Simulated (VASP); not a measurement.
KI: single point with HSE06

The system is KI.

```
K I
1.0
     0.00000    3.54428    3.73993
     3.54428    0.00000    3.73993
     3.54428    3.54428    0.00000
K I
1 1
Direct
  0.00000 0.00000 0.00000
  0.50000 0.50000 0.50000
```

This cell differs from its parent crystal: uniaxial z strain +5.5%.

```json
{
 "Program": "VASP 6.6.1",
 "Task": "single point",
 "Functional": "HSE06",
 "Potentials or basis": "VASP PAW PBE potentials, release 64 (K_sv, I)",
 "Cutoff": "520 eV",
 "k mesh": "4 × 4 × 4",
 "Occupations": "gaussian, width 0.01 eV",
 "Spin": "no spin polarisation"
}
```

* Pressure: -0.2 GPa
* Band gap on the k mesh: 4.80 eV

Stress tensor (GPa, compression positive):
```
 0.07  0.00  0.00
 0.00  0.07  0.00
 0.00  0.00 -0.82
```

Levels at points of the mesh, in eV from the valence-band top:
```
           k point  band 6  band 7  band 8  band 9  band 10  band 11
(0.00, 0.00, 0.00)    0.00    0.00    0.00    4.80     7.45     7.76
(0.50, 0.00, 0.00)   -1.25   -0.31   -0.29    6.41     8.66     8.92
(0.50, 0.50, 0.00)   -0.98   -0.31   -0.31    6.06     6.68     9.32
(0.50, 0.00, 0.50)   -0.95   -0.42   -0.34    6.01     6.69     9.42
```

It took 36 min on 1 thread of Intel(R) Xeon(R) Platinum 8259CL CPU @ 2.50GHz (Skylake/Cascade Lake) (shared host), peak memory 0.35 GiB.

Caveat: the cell differs from its parent crystal (uniaxial z strain +5.5%); the PAW data sets were made with another functional, which shifts forces and pressure a little; spin-orbit coupling is left out, which moves the levels of the heavy elements.
